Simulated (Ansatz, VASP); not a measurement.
## KBr: VASP beside Ansatz

Contents of INCAR:

```
SYSTEM = KBr
ALGO = Normal ; EDIFF = 1E-6
ENCUT = 520 ; GGA = PE
ISIF = 2 ; ISMEAR = 0
LASPH = .TRUE. ; LCHARG = .FALSE.
LREAL = .FALSE. ; LWAVE = .FALSE.
NBANDS = 15 ; NELM = 100
PREC = Accurate ; SIGMA = 0.01
```

File KPOINTS:

```
k-points
0
G
  4 4 4
  0 0 0
```

The input POSCAR:

```
KBr
1.0
    0.0000000000      3.3022478341      3.3022478341
    3.3022478341      0.0000000000      3.3022478341
    3.3022478341      3.3022478341      0.0000000000
K Br
1 1
Direct
    0.0000000000      0.0000000000      0.0000000000
    0.5000000000      0.5000000000      0.5000000000
```

Input for Ansatz:

```yaml
crystal:
  lattice:
    - [0.0, 3.3022478341, 3.3022478341]
    - [3.3022478341, 0.0, 3.3022478341]
    - [3.3022478341, 3.3022478341, 0.0]
  atoms:
    - { symbol: K, position: [0.0, 0.0, 0.0] }
    - { symbol: Br, position: [0.5, 0.5, 0.5] }
kpoints:
  mp_grid: { grid: [4, 4, 4] }
hamiltonian:
  xc: pbe
scf:
  occupations: { method: fixed }
  n_extra_bands: 4
  eigensolver: { kind: dense }
output:
  forces: true
  stress: true
  eigenvalues: true
```

Alike in both runs: task single point; functional PBE; k mesh 4 × 4 × 4; no spin polarisation.

|  | VASP | Ansatz |
| --- | --- | --- |
| version | VASP 6.6.1 | Ansatz 0.2.0 |
| potentials or method | VASP PAW PBE potentials, release 64 (K_sv, Br) | plane waves |
| plane-wave cutoff (eV) | 520 | 420 |
| occupations | gaussian, width 0.01 eV | fixed |
| valence electrons in the cell | 16 | 16 |

```csv
,VASP,Ansatz,Ansatz less VASP
gap on the k mesh at the Fermi level (eV),4.43,4.43,+0.001
pressure (GPa),0.7,0.7,-0.04
```
